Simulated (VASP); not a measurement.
Write the native input for VASP 6.6.1 that does the following.

```
Task                   : single point
Functional             : PBE
Potentials or basis    : VASP PAW PBE potentials, release 64 (Au)
Cutoff                 : 520 eV
k mesh                 : 11 × 11 × 6
Occupations            : fermi-dirac, width 0.05 eV
Spin                   : no spin polarisation
Dipole correction      : no
Further INCAR settings : ALGO = Fast; EDIFF = 1e-06; NBANDS = 18
```

The structure of Au lies in POSCAR:

```
Au
1.0
    2.9000000000      0.0000000000      0.0000000000
   -1.4500000000      2.5114736710      0.0000000000
    0.0000000000      0.0000000000      4.8800000000
Au
2
Direct
    0.6881910000      0.3520320000      0.2512180000
    0.3221800000      0.6632650000      0.7544700000
```

This cell differs from its parent crystal: atoms moved at random.

The input as run:

INCAR

```
  PREC = Accurate
  ENCUT = 520
  EDIFF = 1E-6
  ISMEAR = -1
  SIGMA = 0.05
  LREAL = False
  LASPH = True
  NELM = 60
  ALGO = Fast
  ISIF = 2
  LWAVE = False
  LCHARG = False
  GGA = PE
  NBANDS = 18
```

KPOINTS

```
regular mesh
0
Gamma
  11 11 6
```

Potentials or basis: VASP PAW PBE potentials, release 64 (Au).

The run is started by

```bash
$ cat potpaw_PBE.64/Au/POTCAR > POTCAR
$ mpirun -np 1 vasp_std > vasp.out
```

Results of the run:

The pressure is 1.7 GPa, the largest force is 0.103 eV/Å and the band gap on the k mesh is zero (bands 11 and 12 overlap by 6.26 eV).

Caveat: the cell differs from its parent crystal (atoms moved at random); spin-orbit coupling is left out, which moves the levels of the heavy elements.

It took 2.3 min on 1 thread of Intel(R) Xeon(R) Platinum 8259CL CPU @ 2.50GHz (Skylake/Cascade Lake), on a shared host, peak memory 0.3 GiB.
